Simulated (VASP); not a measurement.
InSb: single point with PBE

InSb:

```
In Sb
1.0
     0.00000    3.23910    3.23910
     3.23910    0.00000    3.23910
     3.23910    3.23910    0.00000
In Sb
1 1
Direct
  0.00000 0.00000 0.00000
  0.75000 0.75000 0.75000
```

```
Program                : VASP 6.6.1
Task                   : single point
Functional             : PBE
Potentials or basis    : VASP PAW PBE potentials, release 64 (In_d, Sb)
Cutoff                 : 520 eV
k mesh                 : 12 × 12 × 12
Occupations            : fermi-dirac, width 0.05 eV
Spin                   : no spin polarisation
Dipole correction      : no
Further INCAR settings : ALGO = Normal; EDIFF = 1e-07; NBANDS = 16
```

| Quantity | Value |
| --- | --- |
| Pressure | 3.1 GPa |
| Band gap on the k mesh | zero (filled and empty bands touch) |

Levels at points of the mesh, in eV from the Fermi level:
| k point | band 6 | band 7 | band 8 | band 9 | band 10 | band 11 | band 12 | band 13 |
| --- | --- | --- | --- | --- | --- | --- | --- | --- |
| (0.00, 0.00, 0.00) | -10.81 | -0.28 | -0.09 | -0.09 | -0.09 | 2.87 | 2.87 | 2.87 |
| (0.50, 0.00, 0.00) | -9.44 | -5.71 | -1.10 | -1.10 | 0.45 | 3.72 | 3.72 | 6.01 |
| (0.50, 0.50, 0.00) | -8.83 | -6.01 | -2.35 | -2.35 | 1.24 | 1.26 | 8.07 | 8.07 |

Wall time 2.7 min on 1 thread of AMD EPYC 7571, on a shared host, peak memory 0.22 GiB.

Caveat: the cell stands under pressure; semilocal functionals underestimate gaps, so a narrow gap can read as zero; spin-orbit coupling is left out, which moves the levels of the heavy elements.
